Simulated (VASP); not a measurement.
Input of a VASP 6.6.1 run:

The input INCAR:

```
SYSTEM = CaS
PREC = Accurate ; ENCUT = 500
EDIFF = 1E-6 ; ISMEAR = 0
SIGMA = 0.02 ; LREAL = .False.
LASPH = .True. ; NELM = 120
ALGO = Normal ; ISIF = 2
LWAVE = .False. ; LCHARG = .True.
LELF = .True. ; LVHAR = .True.
NBANDS = 15 ; GGA_COMPAT = .False.
```

KPOINTS

```
Automatic mesh
0
Gamma
  8 8 8
  0 0 0
```

POSCAR

```
CaS
1.0
    0.0000000000      2.7817772093      2.7817772093
    2.7817772093      0.0000000000      2.7817772093
    2.7817772093      2.7817772093      0.0000000000
Ca S
1 1
Direct
    0.0000000000      0.0000000000      0.0000000000
    0.5000000000      0.5000000000      0.5000000000
```

Potentials or basis: VASP PAW LDA potentials, release 64 (Ca_sv, S).

The run is started by

```bash
$ cat potpaw_LDA.64/Ca_sv/POTCAR potpaw_LDA.64/S/POTCAR > POTCAR
$ mpirun -np 1 vasp_std > vasp.out
```

**Question.** Estimate the pressure.

**Answer.** 0.3 GPa.

**Question.** What does it give for the band gap on the k mesh?

**Answer.** 1.96 eV (least direct gap 2.83 eV).

A k mesh can miss the band edges.
